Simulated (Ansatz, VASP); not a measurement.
**Two plane-wave programs on AlN**

```
CELL_PARAMETERS angstrom
3.43963 0.00000 0.00000
-1.71981 2.97881 0.00000
0.00000 0.00000 4.34878
ATOMIC_POSITIONS crystal
Al 0.33333 0.66667 0.75000
Al 0.66667 0.33333 0.25000
N 0.33333 0.66667 0.25000
N 0.66667 0.33333 0.75000
```

Alike in both runs: task single point; functional r2SCAN; k mesh 12 × 12 × 6; no spin polarisation.

```csv
,VASP,Ansatz
version,VASP 6.6.1,Ansatz 0.2.0
potentials or method,"VASP PAW PBE potentials, release 64 (Al, N), cutoff 520 eV","plane waves, PAW"
occupations,"gaussian, width 0.01 eV",fixed
valence electrons in the cell,16,16
```

```csv
,VASP,Ansatz,Ansatz less VASP
pressure (GPa),-24.2,-23.7,+0.46
"traceless stress, the component that is largest in VASP (GPa)",2.44,2.57,+0.133
```

VASP's potentials were made for PBE, not for r2SCAN. Ansatz's warnings: stress scf threshold loose.
